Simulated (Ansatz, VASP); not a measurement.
# CuO in VASP and in Ansatz

```xyz
2
Lattice="0.0000 2.1224 2.1224 2.1224 0.0000 2.1224 2.1224 2.1224 0.0000" Properties=species:S:1:pos:R:3 pbc="T T T"
Cu    0.0000    0.0000    0.0000
O     2.1224    2.1224    2.1224
```

Alike in both runs: functional PBE; k mesh 18 × 18 × 18; occupations gaussian, width 0.1 eV; no spin polarisation.

Ansatz relaxed the structure, and its values are those at the end. VASP's run is a single point on that final structure, the one shown.

```csv
,VASP,Ansatz
version,VASP 6.6.1,Ansatz 0.2.0
potentials or method,"VASP PAW PBE potentials, release 64 (Cu, O), cutoff 600 eV","scalar-relativistic, plane waves, PAW"
valence electrons in the cell,17,25
```

|  | VASP | Ansatz | Ansatz less VASP |
| --- | --- | --- | --- |
| gap on the k mesh at the Fermi level (eV) | none | none | - |
| pressure (GPa) | 0.0 | -0.1 | -0.09 |

A gap of «none» marks a metal or a gap that the smearing closes. The functional is the same, so the differences come from potentials, cutoffs and numerics. VASP's potentials hold 17 valence electrons a cell and Ansatz's 25, so a difference there can come from the potentials and not from the codes.
